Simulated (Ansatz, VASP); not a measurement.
## Mo: VASP beside Ansatz

File INCAR:

```
SYSTEM = Mo
PREC = Accurate ; ENCUT = 600
EDIFF = 1E-7 ; ISMEAR = 1
SIGMA = 0.15 ; LREAL = .False.
LASPH = .True. ; NELM = 80
ALGO = Normal ; ISIF = 3
LWAVE = .False. ; LCHARG = .False.
IBRION = 2 ; NSW = 80
EDIFFG = -0.01
```

KPOINTS

```
Automatic mesh
0
Gamma
  11 11 11
  0 0 0
```

The input POSCAR:

```
Mo
1.0
    2.7355100000      0.0000000000      0.0000000000
   -1.3677550000      2.3690210000      0.0000000000
    0.0000000000      0.0000000000      2.5551810000
Mo
1
Direct
    0.0000000000      0.0000000000      0.5000000000
```

Input for Ansatz:

```yaml
crystal:
  lattice:
    - [2.73551, 0.0, 0.0]
    - [-1.367755, 2.369021, 0.0]
    - [0.0, 0.0, 2.555181]
  atoms:
    - { symbol: Mo, position: [0.0, 0.0, 0.5] }
kpoints:
  mp_grid:
    grid: [11, 11, 11]
hamiltonian:
  xc: lda
  dispersion: none
scf:
  occupations:
    method: methfessel_paxton
    width: 0.15
relax:
  cell: {}
```

Alike in both runs: task relaxation of cell and atoms; functional LDA; k mesh 11 × 11 × 11; occupations methfessel-paxton of order 1, width 0.15 eV; no spin polarisation.

|  | VASP | Ansatz |
| --- | --- | --- |
| version | VASP 6.6.1 | Ansatz 0.2.0 |
| potentials or method | VASP PAW LDA potentials, release 64 (Mo_sv) | plane waves, PAW |
| plane-wave cutoff (eV) | 600 | 420 |
| valence electrons in the cell | 14 | 14 |

Ansatz gave:

| Quantity | Value |
| --- | --- |
| relaxed volume (Å³/atom) | 15.90 |
| relaxed cell length with the largest relative difference (Å) | 2.464 |

Task: Estimate VASP's values.

Result: Relaxed volume (Å³/atom): 15.97; relaxed cell length with the largest relative difference (Å): 2.469.

LDA's correlation is that of Perdew and Zunger in VASP and of Perdew and Wang (1992) in Ansatz.
